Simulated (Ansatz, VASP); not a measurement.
# One calculation of GaAs, two programs

File INCAR:

```
  PREC = Accurate
  ENCUT = 500
  EDIFF = 1E-6
  ISMEAR = 0
  SIGMA = 0.03
  LREAL = F
  LASPH = T
  NELM = 120
  ALGO = Normal
  ISIF = 2
  LWAVE = F
  LCHARG = T
  GGA = PE
  LELF = T
  LVHAR = T
  NBANDS = 16
  GGA_COMPAT = F
```

The input KPOINTS:

```
Automatic mesh
0
Gamma
  10 10 10
```

Contents of POSCAR:

```
GaAs
1.0
    0.0000000000      2.8008749607      2.8008749607
    2.8008749607      0.0000000000      2.8008749607
    2.8008749607      2.8008749607      0.0000000000
Ga As
1 1
Direct
    0.0000000000      0.0000000000      0.0000000000
    0.7500000000      0.7500000000      0.7500000000
```

Input for Ansatz:

```yaml
crystal:
  lattice:
    - [0.0, 2.8008749607, 2.8008749607]
    - [2.8008749607, 0.0, 2.8008749607]
    - [2.8008749607, 2.8008749607, 0.0]
  atoms:
    - { symbol: Ga, position: [0.0, 0.0, 0.0] }
    - { symbol: As, position: [0.75, 0.75, 0.75] }
basis:
  ecutwfc: 420
kpoints:
  mp_grid: { grid: [10, 10, 10] }
hamiltonian:
  xc: pbe
scf:
  occupations: { method: gaussian, width: 0.03 }
output:
  forces: true
  stress: true
  eigenvalues: true
```

Change from the starting cell: strain -0.025 along x and y, -0.025 along z, atoms carried along.

Alike in both runs: task single point; functional PBE; k mesh 10 × 10 × 10; occupations gaussian, width 0.03 eV; no spin polarisation.

```csv
,VASP,Ansatz
version,VASP 6.6.1,Ansatz 0.2.0
potentials or method,"VASP PAW PBE potentials, release 64 (Ga_d, As), cutoff 500 eV","scalar-relativistic, plane waves, PAW"
valence electrons in the cell,18,28
```

Ansatz gave:

* gap on the k mesh at the Fermi level (eV): 0.73
* least direct gap on the mesh (eV): 0.73
* pressure (GPa): 5.5

**Question.** What did VASP give for the same quantities?

**Answer.** gap on the k mesh at the Fermi level (eV): 0.73; least direct gap on the mesh (eV): 0.73; pressure (GPa): 5.7.

The functional is the same, so the differences come from potentials, cutoffs and numerics. VASP's potentials hold 18 valence electrons a cell and Ansatz's 28, so a difference there can come from the potentials and not from the codes.
